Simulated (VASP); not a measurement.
**MgO: single point with PBE**

MgO:

```
Mg O
1.0
     5.63354    0.00000    0.00000
     0.00000    5.63354    0.00000
     0.00000    0.00000    5.63354
Mg O
6 6
Direct
  0.25000 0.98995 0.50000
  0.00000 0.51125 0.25000
  0.50000 0.73498 0.00000
  0.75000 0.98995 0.50000
  0.00000 0.51125 0.75000
  0.50000 0.23498 0.00000
  0.25000 0.52149 0.00000
  0.50000 0.00480 0.25000
  0.00000 0.74471 0.50000
  0.75000 0.52149 0.00000
  0.50000 0.00480 0.75000
  0.00000 0.24471 0.50000
```

This cell differs from its parent crystal: atoms displaced along a vibrational mode.

```json
{
 "Program": "VASP 6.6.1",
 "Task": "single point",
 "Functional": "PBE",
 "Potentials or basis": "VASP PAW PBE potentials, release 64 (Mg, O)",
 "Cutoff": "520 eV",
 "k mesh": "4 × 4 × 4",
 "Occupations": "gaussian, width 0.05 eV",
 "Spin": "no spin polarisation"
}
```

| Item | Value |
| --- | --- |
| Pressure | 0.8 GPa |
| Largest force | 2.266 eV/Å |
| Band gap on the k mesh | 2.85 eV |

Forces in eV/Å, atoms in the order of the input:
```
Mg   0.035  0.613  0.000
Mg   0.000 -0.762 -0.152
Mg   0.000  2.266  0.000
Mg  -0.035  0.613  0.000
Mg   0.000 -0.762  0.152
Mg   0.000  1.541  0.000
O   -0.621 -1.464  0.000
O    0.000 -0.724  0.193
O    0.000  0.513  0.000
O    0.621 -1.464  0.000
O    0.000 -0.724 -0.193
O    0.000  0.355  0.000
```

Stress tensor (GPa, compression positive):
```
1.24 0.00 0.00
0.00 0.73 0.00
0.00 0.00 0.32
```

Levels at points of the mesh, in eV from the valence-band top:
| k point | band 20 | band 21 | band 22 | band 23 | band 24 | band 25 | band 26 | band 27 | band 28 | band 29 |
| --- | --- | --- | --- | --- | --- | --- | --- | --- | --- | --- |
| (0.00, 0.00, 0.00) | -0.56 | -0.50 | -0.06 | -0.01 | 0.00 | 2.85 | 6.01 | 7.90 | 7.92 | 7.93 |
| (0.50, 0.00, 0.00) | -0.73 | -0.56 | -0.51 | -0.01 | -0.01 | 4.74 | 4.77 | 7.48 | 7.57 | 7.84 |
| (0.00, 0.50, 0.00) | -0.74 | -0.58 | -0.53 | -0.05 | 0.00 | 4.72 | 4.80 | 7.44 | 7.69 | 7.82 |
| (0.00, 0.00, 0.50) | -0.73 | -0.57 | -0.49 | -0.06 | -0.01 | 4.76 | 4.76 | 7.56 | 7.56 | 7.84 |
| (0.50, 0.50, 0.00) | -0.69 | -0.62 | -0.61 | -0.37 | 0.00 | 5.63 | 5.78 | 5.87 | 6.58 | 8.27 |
| (0.00, 0.50, 0.50) | -0.70 | -0.62 | -0.60 | -0.35 | -0.05 | 5.66 | 5.82 | 5.82 | 6.55 | 8.24 |
| (0.50, 0.00, 0.50) | -0.82 | -0.47 | -0.47 | -0.46 | 0.00 | 5.65 | 5.79 | 5.82 | 6.59 | 8.28 |
| (0.50, 0.50, 0.50) | -0.94 | -0.82 | -0.79 | -0.66 | -0.63 | 6.36 | 6.40 | 7.23 | 7.33 | 7.34 |

Wall time 74 s on 1 thread of Intel(R) Xeon(R) 6975P-C (Granite Rapids) (shared host), peak memory 0.32 GiB.

Caveat: the cell differs from its parent crystal (atoms displaced along a vibrational mode); forces of over 1 eV/Å act on the atoms, so gaps and moduli don't describe the material at rest.
